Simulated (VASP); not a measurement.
# Cu in VASP: further runs

Runs on Cu. Level: PBEsol. Tasks: single point, relaxation of the atoms.

Program: VASP 6.6.1. These are calculated values, not measurements. Logs are shortened: lines on timing, memory, paths and dates and some standing lists are left out, and cuts for length are marked.

### Step 1. The cell of the first run

The cell holds a slab with vacuum, 6 atoms: a = 2.521 Å, b = 2.521 Å, c = 25.291 Å, α = 90.00°, β = 90.00°, γ = 120.00°.

### Step 2. Single point, PBEsol

INCAR reads:

```
ALGO = Fast
DIPOL = 0.5 0.5 0.500
EDIFF = 1E-7
ENCUT = 520
GGA = PS
IDIPOL = 3
ISIF = 2
ISMEAR = 0
LASPH = True
LCHARG = True
LDIPOL = True
LELF = True
LREAL = False
LVACPOTAV = True
LVHAR = True
LWAVE = False
NBANDS = 42
NELM = 100
PREC = Accurate
SIGMA = 0.1
```

KPOINTS reads:

```
k-points
0
Gamma
  15 15 1
```

POSCAR reads:

```
Cu
1.0
    2.5205910253      0.0000000000      0.0000000000
   -1.2602955127      2.1828958605      0.0000000000
    0.0000000000      0.0000000000     25.2913081671
Cu
6
Direct
    0.6666666667      0.3333333333      0.2965445658
    0.3333333333      0.6666666667      0.3779267395
    0.6666666667      0.3333333333      0.4593089132
    0.3333333333      0.6666666667      0.5406910868
    0.6666666667      0.3333333333      0.6220732605
    0.3333333333      0.6666666667      0.7034554342
```

Potentials or basis: VASP PAW PBE potentials, release 64 (Cu).

On the command line:

```console
> cat potpaw_PBE.64/Cu/POTCAR > POTCAR
> mpirun -np 1 vasp_std > vasp.out
```

OUTCAR:

```text
EDIFF = 1E-7
   ENCUT = 520
   GGA = PS
   ISIF = 2
   ISMEAR = 0
   LASPH = True
   LREAL = False
   NELM = 100
   PREC = Accurate

 ion  position               nearest neighbor table
   1  0.667  0.333  0.297-   2 2.52   2 2.52   2 2.52
   2  0.333  0.667  0.378-   1 2.52   3 2.52   1 2.52   3 2.52   1 2.52   3 2.52
   3  0.667  0.333  0.459-   4 2.52   4 2.52   4 2.52   2 2.52   2 2.52   2 2.52
   4  0.333  0.667  0.541-   3 2.52   3 2.52   3 2.52   5 2.52   5 2.52   5 2.52
   5  0.667  0.333  0.622-   4 2.52   6 2.52   4 2.52   6 2.52   4 2.52   6 2.52
   6  0.333  0.667  0.703-   5 2.52   5 2.52   5 2.52

  LATTYP: Found a hexagonal cell.
 ALAT       =     2.5205910253
 C/A-ratio  =    10.0338801151

  Lattice vectors:

 A1 = (   2.5205910253,   0.0000000000,   0.0000000000)
 A2 = (  -1.2602955127,   2.1828958605,   0.0000000000)
 A3 = (   0.0000000000,   0.0000000000,  25.2913081671)

Analysis of symmetry for initial positions (statically):
=====================================================================
 Subroutine PRICEL returns:
 Original cell was already a primitive cell.

 Routine SETGRP: Setting up the symmetry group for a
 hexagonal supercell.

 Subroutine GETGRP returns: Found 12 space group operations
 (whereof 12 operations were pure point group operations)
 out of a pool of 24 trial point group operations.

The static configuration has the point symmetry D_3d.

Analysis of symmetry for dynamics (positions and initial velocities):
=====================================================================
 Subroutine PRICEL returns:
 Original cell was already a primitive cell.

 Routine SETGRP: Setting up the symmetry group for a
 hexagonal supercell.

 Subroutine GETGRP returns: Found 12 space group operations
 (whereof 12 operations were pure point group operations)
 out of a pool of 24 trial point group operations.

The dynamic configuration has the point symmetry D_3d.

 Subroutine INISYM returns: Found 12 space group operations
 (whereof 12 operations are pure point group operations),
 and found     1 'primitive' translations

----------------------------------------------------------------------------------------

                                     Primitive cell

  volume of cell :     139.1575

  direct lattice vectors                    reciprocal lattice vectors
     2.520591025  0.000000000  0.000000000     0.396732350  0.229053529  0.000000000
    -1.260295513  2.182895860  0.000000000     0.000000000  0.458107058  0.000000000
     0.000000000  0.000000000 25.291308167     0.000000000  0.000000000  0.039539275

  length of vectors
     2.520591025  2.520591025 25.291308167     0.458107058  0.458107058  0.039539275

  position of ions in fractional coordinates (direct lattice)
     0.666666667  0.333333333  0.296544566
     0.333333333  0.666666667  0.377926739
     0.666666667  0.333333333  0.459308913
     0.333333333  0.666666667  0.540691087
     0.666666667  0.333333333  0.622073261
     0.333333333  0.666666667  0.703455434

  ion indices of the primitive-cell ions
   primitive index   ion index
                 1           1
                 2           2
                 3           3
                 4           4
                 5           5
                 6           6

----------------------------------------------------------------------------------------

 KPOINTS: k-points

Automatic generation of k-mesh.
 Grid dimensions read from file:
 generate k-points for:   15   15    1

 Generating k-lattice:

  Cartesian coordinates                     Fractional coordinates (reciprocal lattice)
     0.026448823  0.015270235  0.000000000     0.066666667 -0.000000000  0.000000000
     0.000000000  0.030540471  0.000000000     0.000000000  0.066666667  0.000000000
     0.000000000  0.000000000  0.039539275     0.000000000  0.000000000  1.000000000

  Length of vectors
     0.030540471  0.030540471  0.039539275

  Shift w.r.t. Gamma in fractional coordinates (k-lattice)
     0.000000000  0.000000000  0.000000000

 Subroutine IBZKPT returns following result:
 ===========================================

 Found     27 irreducible k-points:

 Following reciprocal coordinates:
            Coordinates               Weight
  0.000000  0.000000  0.000000      1.000000
  0.066667  0.000000  0.000000      6.000000
  0.133333  0.000000  0.000000      6.000000
  0.200000 -0.000000  0.000000      6.000000
  0.266667  0.000000  0.000000      6.000000
  0.333333 -0.000000  0.000000      6.000000
[... 16 lines left out ...]
  0.333333  0.200000  0.000000     12.000000
  0.400000  0.200000  0.000000      6.000000
 [... further k-points ...]
   k-points           NKPTS =     27   k-points in BZ     NKDIM =     27   number of bands    NBANDS=     42
   number of dos      NEDOS =    301   number of ions     NIONS =      6
   total plane-waves  NPLWV =  76800
   dimension x,y,z NGX =    20 NGY =   20 NGZ =  192
   dimension x,y,z NGXF=    40 NGYF=   40 NGZF=  384
   ions per type =               6
   NGX,Y,Z   is equivalent  to a cutoff of  13.19, 13.19, 12.62 a.u.
   NGXF,Y,Z  is equivalent  to a cutoff of  26.38, 26.38, 25.24 a.u.
 SYSTEM =  unknown system
   PREC   = accura    normal or accurate (medium, high low for compatibility)
   ISTART =      0    job   : 0-new  1-cont  2-samecut
   ICHARG =      2    charge: 1-file 2-atom 10-const
   ISPIN  =      1    spin polarized calculation?
   LNONCOLLINEAR =      F non collinear calculations
   LSORBIT =      F    spin-orbit coupling
   LASPH  =      T    aspherical Exc in radial PAW
   ENCUT  =  520.0 eV  38.22 Ry    6.18 a.u.   4.69  4.69 47.03*2*pi/ulx,y,z
   NELM   =    100;   NELMIN=  2; NELMDL= -5     # of ELM steps
   EDIFF  = 0.1E-06   stopping-criterion for ELM
   LREAL  =      F    real-space projection
   EDIFFG = 0.1E-05   stopping-criterion for IOM
   NSW    =      0    number of steps for IOM
   IBRION =     -1    ionic relax: 0-MD 1-quasi-New 2-CG
   NFREE  =      0    steps in history (QN), initial steepest desc. (CG)
   ISIF   =      2    stress and relaxation
   ISYM   =      2    0-nonsym 1-usesym 2-fastsym
   POTIM  = 0.5000    time-step for ionic-motion
   TEBEG  =    0.0;   TEEND  =   0.0 temperature during run
   PSTRESS=    0.0 pullay stress
   NELECT =      66.0000    total number of electrons
   NUPDOWN=      -1.0000    fix difference up-down
   EMIN   =  10.00;   EMAX   =-10.00  energy-range for DOS
   EFERMI =   0.00;   METHOD = LEGACY
   ISMEAR =     0;   SIGMA  =   0.10  broadening in eV -4-tet -1-fermi 0-gaus
   EFERMI_NEDOS =   21; number of points for ismear=-14 and -15
   IALGO  =     68    algorithm
   IMIX   =      4    mixing-type and parameters
     AMIX     =   0.40;   BMIX     =  1.00
     AMIX_MAG =   1.60;   BMIX_MAG =  1.00
  volume/ion in A,a.u.               =      23.19       156.51
  Fermi-wavevector in a.u.,A,eV,Ry     =   1.276695  2.412604 22.176827  1.629951
  Thomas-Fermi vector in A             =   2.409337
   LORBIT       =      0    0 simple, 1 ext, 2 COOP (PROOUT), +10 PAW based schemes
   GGA     = PS    functional components
   LHFCALC =     F    Hartree Fock is set to
   AEXX    =    0.0000 exact exchange contribution
   IVDW    =     0    specifies the selected vdW correction
   LEPSILON=     F    determine dielectric tensor
   LRPA    =     F    only Hartree local field effects (RPA)
 non-spin polarized calculation
 RMM-DIIS sequential band-by-band and
 Gauss-broadening in eV      SIGMA  =   0.10
  energy-cutoff  :      520.00
  volume of cell :      139.16
 maximum number of plane-waves:      3778
 NGX is ok and might be reduce to    20
   NGX =  9   NGY =  9   NGZ = 95

 number of electron      65.9999980 magnetization

 dipolmoment           0.000000      0.000000      0.000000 electrons x Angstroem

 Free energy of the ion-electron system (eV)
  ---------------------------------------------------
  ext. energy  EPLUGINS =         0.00000000
  ---------------------------------------------------
  free energy    TOTEN  =       -24.70145287 eV

  energy without entropy =      -24.68703240  energy(sigma->0) =      -24.69424263

 E-fermi :   1.3566     XC(G=0):  -7.1452

 val. band max:        1.3534097993   @ k =   0.0667   0.0000   0.0000
 cond. band min:       1.4054277776   @ k =   0.2667   0.2000   0.0000
 fundamental gap:      0.0520179783
 Fermi energy:         1.3565728398

 k-point     1 :       0.0000    0.0000    0.0000
  band No.  band energies     occupation
      1      -8.1221      2.00000
      2      -7.4346      2.00000
      3      -6.4069      2.00000
      4      -5.2012      2.00000
      5      -4.2589      2.00000
      6      -3.9774      2.00000
[... 34 lines left out ...]
     41       7.1810      0.00000
     42       9.0326      0.00000

 k-point     2 :       0.0667    0.0000    0.0000
  band No.  band energies     occupation
      1      -7.9748      2.00000
      2      -7.2907      2.00000
      3      -6.2689      2.00000
      4      -5.0719      2.00000
      5      -4.1433      2.00000
      6      -3.8815      2.00000
[... 34 lines left out ...]
     41       7.3116      0.00000
     42       9.1682      0.00000

 k-point     3 :       0.1333    0.0000    0.0000
  band No.  band energies     occupation
      1      -7.5399      2.00000
      2      -6.8676      2.00000
      3      -5.8676      2.00000
      4      -4.7037      2.00000
      5      -3.8201      2.00000
      6      -3.6190      2.00000
[... 34 lines left out ...]
     41       7.7038      0.00000
     42       9.5767      0.00000

 k-point     4 :       0.2000   -0.0000    0.0000
  band No.  band energies     occupation
      1      -6.8418      2.00000
      2      -6.1967      2.00000
      3      -5.2505      2.00000
      4      -4.1747      2.00000
      5      -3.3853      2.00000
      6      -3.2836      2.00000
[... 844 lines left out ...]
     41       9.8593      0.00000
     42      10.3194      0.00000

 k-point    23 :       0.3333    0.2000    0.0000
  band No.  band energies     occupation
      1      -3.3944      2.00000
      2      -3.3256      2.00000
      3      -3.1414      2.00000
      4      -3.0160      2.00000
      5      -2.9390      2.00000
      6      -2.8753      2.00000
[... 34 lines left out ...]
     41       9.4318      0.00000
     42       9.4693      0.00000

 k-point    24 :       0.4000    0.2000    0.0000
  band No.  band energies     occupation
      1      -3.3154      2.00000
      2      -3.2897      2.00000
      3      -3.0647      2.00000
      4      -3.0252      2.00000
      5      -2.9590      2.00000
      6      -2.7671      2.00000
[... 34 lines left out ...]
     41       9.0005      0.00000
     42       9.9261      0.00000

 [... further k-points ...]
[... 5 lines left out ...]
  --------------------------------------------------------------------------------------
  -------------------------------------------------------------------------------------
  Total       -1.4004085     -1.4004085      0.2365246      0.0000000      0.0000000      0.0000000
  in kB      -16.1234739    -16.1234739      2.7232038      0.0000000      0.0000000      0.0000000
  external PRESSURE =      -9.8412480 kB  Pullay stress =       0.0000000 kB

 VOLUME and BASIS-vectors are now :
 -----------------------------------------------------------------------------
  energy-cutoff  :      520.00
  volume of cell :      139.16
      direct lattice vectors                 reciprocal lattice vectors
     2.520591025  0.000000000  0.000000000     0.396732350  0.229053529  0.000000000
    -1.260295513  2.182895860  0.000000000     0.000000000  0.458107058  0.000000000
     0.000000000  0.000000000 25.291308167     0.000000000  0.000000000  0.039539275

 POSITION                                       TOTAL-FORCE (eV/Angst)
 -----------------------------------------------------------------------------------
      1.26030      0.72763      7.50000        -0.000000      0.000000      0.029321
     -0.00000      1.45526      9.55826         0.000000      0.000000     -0.075887
      1.26030      0.72763     11.61652        -0.000000      0.000000     -0.053346
     -0.00000      1.45526     13.67478        -0.000000     -0.000000      0.053346
      1.26030      0.72763     15.73305         0.000000      0.000000      0.075887
     -0.00000      1.45526     17.79131         0.000000     -0.000000     -0.029321
 -----------------------------------------------------------------------------------
    total drift:                                0.000000     -0.000000      0.000000

  FREE ENERGIE OF THE ION-ELECTRON SYSTEM (eV)
  ---------------------------------------------------
  free  energy   TOTEN  =       -24.7014528663 eV

  energy  without entropy=      -24.6870323976  energy(sigma->0) =      -24.69424263

 vacuum level on the upper side and lower side of the slab         6.334         6.334
```

Run time: 4.2 min. Hardware: 1 thread of AMD EPYC 7R43 (Zen 3), shared host; peak memory 0.27 GiB.

What came out:

| Quantity | Value |
| --- | --- |
| Free energy | -24.7015 eV |
| Largest force | 0.076 eV/Å |
| Band gap on the k mesh | zero (band 33 reaches 4.98 eV, above the bottom of band 34 at -0.29 eV) |

Forces on the atoms (eV/Å):
```
Cu   0.000  0.000  0.029
Cu   0.000  0.000 -0.076
Cu   0.000  0.000 -0.053
Cu   0.000  0.000  0.053
Cu   0.000  0.000  0.076
Cu   0.000  0.000 -0.029
```

Caveat: the PAW data sets were made with another functional, which shifts forces and pressure a little.

### Step 3. Single point, PBEsol

INCAR reads:

```
PREC = Accurate
ENCUT = 520
EDIFF = 1E-6
ISMEAR = 0
SIGMA = 0.1
LREAL = F
LASPH = T
NELM = 60
ALGO = Fast
ISIF = 2
LWAVE = F
LCHARG = F
LDIPOL = T
IDIPOL = 3
DIPOL = 0.5 0.5 0.500
GGA = PS
NBANDS = 42
```

KPOINTS reads:

```
regular mesh
0
Gamma
  15 15 1
```

POSCAR reads:

```
Cu
1.0
    2.5205910253      0.0000000000      0.0000000000
   -1.2602955127      2.1828958605      0.0000000000
    0.0000000000      0.0000000000     25.2913081671
Cu
6
Direct
    0.6666666667      0.3333333333      0.2965745769
    0.3333333333      0.6666666667      0.3774460464
    0.6666666667      0.3333333333      0.4590026332
    0.3333333333      0.6666666667      0.5409973566
    0.6666666667      0.3333333333      0.6225539518
    0.3333333333      0.6666666667      0.7034254350
```

Potentials or basis: VASP PAW PBE potentials, release 64 (Cu).

On the command line:

```console
> cat potpaw_PBE.64/Cu/POTCAR > POTCAR
> mpirun -np 1 vasp_std > vasp.out
```

It took 5.1 min on 1 thread of AMD EPYC 7R43 (Zen 3), shared host; peak memory 0.28 GiB.

The run converged. Its results:

| Quantity | Value |
| --- | --- |
| Free energy | -24.7028 eV |
| Largest force | 0.023 eV/Å |
| Band gap on the k mesh | zero (band 33 reaches 5.00 eV, above the bottom of band 34 at -0.28 eV) |

Forces on the atoms (eV/Å):
```
Cu   0.000  0.000 -0.023
Cu   0.000  0.000 -0.001
Cu   0.000  0.000 -0.002
Cu   0.000  0.000  0.002
Cu   0.000  0.000  0.001
Cu   0.000  0.000  0.023
```

Levels at points of the mesh, in eV from the Fermi level:
```tsv
k point	band 32	band 33	band 34	band 35	band 36	band 37
(0.00, 0.00, 0.00)	-1.64	-1.64	-1.64	-1.64	-0.88	-0.42
```

Caveat: the PAW data sets were made with another functional, which shifts forces and pressure a little.

### Step 4. Relaxation of the atoms, PBEsol

INCAR reads:

```
SYSTEM = Cu
PREC = Accurate ; ENCUT = 520
EDIFF = 1E-6 ; ISMEAR = 0
SIGMA = 0.1 ; LREAL = .False.
LASPH = .True. ; NELM = 80
ALGO = Normal ; ISIF = 2
LWAVE = .False. ; LCHARG = .False.
LDIPOL = .True. ; IDIPOL = 3
DIPOL = 0.5 0.5 0.500 ; GGA = PS
IBRION = 2 ; NSW = 80
EDIFFG = -0.02 ; LUSENCCL = .False.
```

KPOINTS reads:

```
Automatic mesh
0
Gamma
  15 15 1
  0 0 0
```

POSCAR reads:

```
Cu
1.0
    2.5205910253      0.0000000000      0.0000000000
   -1.2602955127      2.1828958605      0.0000000000
    0.0000000000      0.0000000000     25.2913081671
Cu
6
Direct
    0.6666666667      0.3333333333      0.2965445658
    0.3333333333      0.6666666667      0.3779267395
    0.6666666667      0.3333333333      0.4593089132
    0.3333333333      0.6666666667      0.5406910868
    0.6666666667      0.3333333333      0.6220732605
    0.3333333333      0.6666666667      0.7034554342
```

On the command line:

```console
> cat potpaw_PBE.64/Cu/POTCAR > POTCAR
> mpirun -np 1 vasp_std > vasp.out
```

It took 4.6 min on 1 × NVIDIA H100 80GB with 1 thread of Intel Xeon Platinum 8481C at 2.70GHz (Sapphire Rapids), shared host; peak memory 1.3 GiB.

The run converged. Its results:

```yaml
Free_energy: -24.7026 eV
Energy_gained_by_relaxing: 0.2 meV/atom
Ionic_steps: 3
Largest_force_after_relaxing: 0.019 eV/Å
Band_gap_on_the_k_mesh: zero (band 33 reaches 4.99 eV, above the bottom of band 34 at -0.28 eV)
```

Forces in eV/Å, atoms in the order of the input:
```
Cu   0.000  0.000 -0.015
Cu   0.000  0.000 -0.019
Cu   0.000  0.000 -0.012
Cu   0.000  0.000  0.012
Cu   0.000  0.000  0.019
Cu   0.000  0.000  0.015
```

Step by step:
```csv
step,energy change (eV),largest force (eV/Å),pressure (GPa)
1,0.0000,0.0758,-0.99
2,-0.0007,0.0484,-0.98
3,-0.0012,0.0188,-0.94
```

Final structure:
```yaml
crystal:
  lattice:
    - [2.52059, 0.00000, 0.00000]
    - [-1.26030, 2.18290, 0.00000]
    - [0.00000, 0.00000, 25.29131]
  atoms:
    - { symbol: Cu, position: [0.66667, 0.33333, 0.29667] }
    - { symbol: Cu, position: [0.33333, 0.66667, 0.37761] }
    - { symbol: Cu, position: [0.66667, 0.33333, 0.45909] }
    - { symbol: Cu, position: [0.33333, 0.66667, 0.54091] }
    - { symbol: Cu, position: [0.66667, 0.33333, 0.62239] }
    - { symbol: Cu, position: [0.33333, 0.66667, 0.70333] }
```

Levels at points of the mesh, in eV from the Fermi level:
| k point | band 30 | band 31 | band 32 | band 33 | band 34 | band 35 | band 36 | band 37 | band 38 | band 39 |
| --- | --- | --- | --- | --- | --- | --- | --- | --- | --- | --- |
| (0.00, 0.00, 0.00) | -1.82 | -1.82 | -1.64 | -1.64 | -1.64 | -1.64 | -0.88 | -0.42 | 4.43 | 4.60 |

Caveat: the PAW data sets were made with another functional, which shifts forces and pressure a little.
